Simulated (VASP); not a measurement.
A run of VASP 6.6.1:

File POSCAR:

```
CaO
1.0
    0.0000000000      2.3838000000      2.3838000000
    2.3838000000      0.0000000000      2.3838000000
    2.3838000000      2.3838000000      0.0000000000
Ca O
1 1
Direct
    0.0000000000      0.0000000000      0.0000000000
    0.5000000000      0.5000000000      0.5000000000
```

INCAR.step1

```
PREC = Accurate
ENCUT = 520
ISMEAR = -1
SIGMA = 0.05
LREAL = F
LASPH = T
NELM = 60
NBANDS = 15
GGA = PE
ALGO = Normal
EDIFF = 1E-4
LWAVE = T
LCHARG = F
```

File INCAR.step2:

```
PREC = Accurate
ENCUT = 520
EDIFF = 1E-6
ISMEAR = -1
SIGMA = 0.05
LREAL = F
LASPH = T
NELM = 60
ALGO = Normal
ISIF = 2
LWAVE = F
LCHARG = F
METAGGA = R2SCAN
LMIXTAU = T
NBANDS = 15
ISTART = 1
```

KPOINTS

```
regular mesh
0
Gamma
  9 9 9
```

Potentials or basis: VASP PAW PBE potentials, release 64 (Ca_sv, O).

Command:

```console
$ cat potpaw_PBE.64/Ca_sv/POTCAR potpaw_PBE.64/O/POTCAR > POTCAR
$ cp INCAR.step1 INCAR
$ mpirun -np 1 vasp_std > vasp.out
$ cp INCAR.step2 INCAR
$ mpirun -np 1 vasp_std > vasp.out
```

Hardware: 1 thread of Intel(R) Xeon(R) Platinum 8375C CPU @ 2.90GHz (Ice Lake) (shared host).

Question: How long does it take, and how much memory?

Answer: Run time: 76 s on 1 thread of Intel(R) Xeon(R) Platinum 8375C CPU @ 2.90GHz (Ice Lake) (shared host), peak memory 0.17 GiB. Counts: k points 35.
